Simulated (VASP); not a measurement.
The system is MgCdSe2.

```
Mg Cd Se
1.0
     3.76695    0.00000    0.00000
    -1.88347    3.26227    0.00000
     0.00000    0.00000    7.09838
Mg Cd Se
1 1 2
Direct
  0.00000 0.00000 0.50000
  0.00000 0.00000 0.00000
  0.66667 0.33333 0.79796
  0.33333 0.66667 0.20204
```

The cell was built from a structure type or drawn by symmetry, and may not be a known phase.

```yaml
Program: VASP 6.6.1
Task: relaxation of cell and atoms
Functional: PBE
Potentials_or_basis: VASP PAW PBE potentials, release 64 (Mg, Cd, Se)
Cutoff: 600 eV
k_mesh: 6 × 6 × 4
Occupations: gaussian, width 0.1 eV
Spin: no spin polarisation
```

At the start: pressure 9.3 GPa; volume 21.81 Å³/atom.

Where does the relaxation end?

Over 10 steps the energy falls by 429.4 meV/atom and the volume is 22.44 Å³/atom (+2.9 %); space group P-3m1 (No. 164, to 0.1 Å) before and after.

Step by step:
```
step  energy change (eV)  largest force (eV/Å)  pressure (GPa)  volume (Å³)
   1              0.0000                3.4671            9.34        87.23
   2             -1.0748                1.1750           -5.02       104.04
   3             -1.0744                1.2187           -4.79       103.53
   4             -1.5067                0.9292           -2.63        96.21
   5             -1.6371                0.5303            0.59        89.93
   6             -1.6966                0.1696            0.29        89.88
   7             -1.7107                0.1005            0.17        89.82
   8             -1.7166                0.0348           -0.13        90.24
   9             -1.7173                0.0040           -0.26        90.43
  10             -1.7175                0.0123            0.17        89.78
```

Final structure:
```
Mg Cd Se
1.0
     3.97367    0.00000    0.00000
    -1.98684    3.44130    0.00000
     0.00000    0.00000    6.56520
Mg Cd Se
1 1 2
Direct
  0.00000 0.00000 0.50000
  0.00000 0.00000 0.00000
  0.66667 0.33333 0.73826
  0.33333 0.66667 0.26174
```
